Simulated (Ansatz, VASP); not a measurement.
## Two plane-wave programs on K

File POSCAR:

```
K
1.0
   -2.6699463634      2.6699463634      2.6699463634
    2.6699463634     -2.6699463634      2.6699463634
    2.6699463634      2.6699463634     -2.6699463634
K
1
Direct
    0.0000000000      0.0000000000      0.0000000000
```

Contents of INCAR.step1:

```
ALGO     = Normal         # electronic algorithm
EDIFF    = 1E-4           # SCF threshold, eV
ENCUT    = 520            # plane-wave cutoff, eV
GGA      = PE             # functional
ISMEAR   = -1             # smearing method
LASPH    = T              # aspherical terms in the spheres
LCHARG   = F              # write CHGCAR
LREAL    = F              # projectors in reciprocal space
LWAVE    = T              # write WAVECAR
NBANDS   = 10             # bands
NELM     = 60             # most SCF steps
PREC     = Accurate       # precision mode
SIGMA    = 0.1            # smearing width, eV
```

The input INCAR.step2:

```
ALGO     = Normal         # electronic algorithm
EDIFF    = 1E-7           # SCF threshold, eV
ENCUT    = 520            # plane-wave cutoff, eV
ISIF     = 2              # what is computed and relaxed
ISMEAR   = -1             # smearing method
ISTART   = 1            
LASPH    = T              # aspherical terms in the spheres
LCHARG   = T              # write CHGCAR
LELF     = T              # ELF
LMIXTAU  = T            
LREAL    = F              # projectors in reciprocal space
LVHAR    = T            
LWAVE    = F              # write WAVECAR
METAGGA  = R2SCAN         # meta-GGA
NBANDS   = 10             # bands
NELM     = 60             # most SCF steps
PREC     = Accurate       # precision mode
SIGMA    = 0.1            # smearing width, eV
```

KPOINTS

```
k-points
0
Gamma
  4 4 4
```

Input for Ansatz:

```yaml
crystal:
  lattice:
    - [-2.6699463634, 2.6699463634, 2.6699463634]
    - [2.6699463634, -2.6699463634, 2.6699463634]
    - [2.6699463634, 2.6699463634, -2.6699463634]
  atoms:
    - { symbol: K, position: [0.0, 0.0, 0.0] }
hamiltonian:
  xc: r2scan
  pseudopotentials:
    kind: paw
    azcp:
      K: "pseudopotentials/K.paw.azcp"
basis:
  ecutwfc: 500
  fft_grid_basis: typed
kpoints:
  mp_grid: { grid: [4, 4, 4], shift: [0, 0, 0] }
magnetization:
  spin_polarized: false
scf:
  occupations: { method: fermi_dirac, width: 0.1 }
  lower_state_search: "off"
output:
  stress: true
```

Alike in both runs: task single point; functional r2SCAN; k mesh 4 × 4 × 4; occupations fermi-dirac, width 0.1 eV; no spin polarisation.

|  | VASP | Ansatz |
| --- | --- | --- |
| version | VASP 6.6.1 | Ansatz 0.2.0 |
| potentials or method | VASP PAW PBE potentials, release 64 (K_sv), cutoff 520 eV | plane waves (500 eV) with PAW, scalar-relativistic |
| valence electrons in the cell | 9 | 9 |

|  | VASP | Ansatz | Ansatz less VASP |
| --- | --- | --- | --- |
| pressure (GPa) | 0.1 | 0.1 | +0.03 |

VASP's potentials were made for PBE, not for r2SCAN.

The k mesh is coarse, so the values compare programs but aren't converged.
